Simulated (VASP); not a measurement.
NiPt5, 6 atoms in the cell. The structure is tetragonal, space group P4/mmm (No. 123). The conventional cell has a = 2.774 Å, b = 2.774 Å, c = 11.769 Å, α = 90.00°, β = 90.00°, γ = 90.00°. Within 3.7 Å of Ni (site symmetry 4/mmm) lie 4 Ni at 2.77 Å and 8 Pt at 2.77 Å. Within 3.7 Å of Pt (site symmetry 4mm) lie 12 Pt at 2.77 Å. Pt (site symmetry 4mm) has 8 Pt at 2.77 Å and 4 Ni at 2.77 Å within 3.7 Å. Pt (site symmetry 4/mmm) has 12 Pt at 2.77 Å within 3.7 Å. 

| Item | Value |
| --- | --- |
| Program | VASP 6.6.1 |
| Task | single point |
| Functional | PBE |
| Potentials or basis | VASP PAW PBE potentials, release 64 (Ni, Pt) |
| Cutoff | 520 eV |
| k mesh | 6 × 6 × 2 |
| Occupations | gaussian, width 0.1 eV |
| Spin | collinear spin, ferromagnetic start |
| Starting moments | [2.0, 0.0, 0.0, 0.0, 0.0, 0.0] μB |
| Dipole correction | no |
| Further INCAR settings | ALGO = Normal; EDIFF = 1e-06; NBANDS = 43 |

Potentials or basis: VASP PAW PBE potentials, release 64 (Ni, Pt).

The run is started by

```console
$ cat potpaw_PBE.64/Ni/POTCAR potpaw_PBE.64/Pt/POTCAR > POTCAR
$ mpirun -np 1 vasp_std > vasp.out
```

Hardware: 1 thread of Intel(R) Xeon(R) Platinum 8259CL CPU @ 2.50GHz (Skylake/Cascade Lake), with other jobs on the host.

Problem. Estimate the wall time of this run.

Solution. Wall time 4.8 min on 1 thread of Intel(R) Xeon(R) Platinum 8259CL CPU @ 2.50GHz (Skylake/Cascade Lake), with other jobs on the host, peak memory 0.32 GiB. Counts: scf iterations 27, k points 20.
